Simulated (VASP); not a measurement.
Set up this calculation in VASP 6.6.1, as the native input.

* Task: relaxation of cell and atoms
* Functional: PBE
* Potentials or basis: VASP PAW PBE potentials, release 64 (Ti_sv, H)
* Cutoff: 600 eV
* k mesh: 12 × 12 × 12
* Occupations: gaussian, width 0.1 eV
* Spin: no spin polarisation
* Dipole correction: no
* Further INCAR settings: ALGO = Normal; EDIFF = 1e-07; IBRION = 2; EDIFFG = -0.01; NSW = 100; ISIF = 3

The structure of TiH6 lies in POSCAR:

```
TiH6
1.0
    3.2719538955      0.0000000000      0.0000000000
    0.0000000000      3.2719538955      0.0000000000
    0.0000000000      0.0000000000      3.2719538955
Ti H
1 6
Direct
    0.0000000000      0.0000000000      0.0000000000
    0.5000000000      0.5000000000      0.1433168421
    0.5000000000      0.5000000000      0.8566831579
    0.1433168421      0.5000000000      0.5000000000
    0.8566831579      0.5000000000      0.5000000000
    0.5000000000      0.1433168421      0.5000000000
    0.5000000000      0.8566831579      0.5000000000
```

These files were run (other wordings do the same):

INCAR

```
  ALGO = Normal
  EDIFF = 1E-7
  EDIFFG = -0.01
  ENCUT = 600
  GGA = PE
  IBRION = 2
  ISIF = 3
  ISMEAR = 0
  LASPH = True
  LCHARG = False
  LREAL = False
  LWAVE = False
  NELM = 100
  NSW = 100
  PREC = Accurate
  SIGMA = 0.1
```

KPOINTS

```
k-points
0
Gamma
  12 12 12
```

Potentials or basis: VASP PAW PBE potentials, release 64 (Ti_sv, H).

The run is started by

```sh
$ cat potpaw_PBE.64/Ti_sv/POTCAR potpaw_PBE.64/H/POTCAR > POTCAR
$ mpirun -np 1 vasp_std > vasp.out
```

It gave:

```
Relaxed volume                         : 4.97 Å³/atom
Relaxed cell                           : a = 3.265 Å, b = 3.265 Å, c = 3.265 Å, α = 90.00°, β = 90.00°, γ = 90.00°
Space group after relaxing (to 0.05 Å) : Pm-3m (No. 221)
Energy gained by relaxing              : 0.1 meV/atom
Ionic steps                            : 3
Pressure after relaxing                : -0.1 GPa
Largest force after relaxing           : 0.006 eV/Å
Band gap on the k mesh                 : zero (band 9 reaches 8.62 eV, above the bottom of band 10 at 5.88 eV)
```

Run time: 47 s on 1 thread of Intel(R) Xeon(R) 6975P-C (Granite Rapids), with other jobs on the host, peak memory 0.19 GiB.
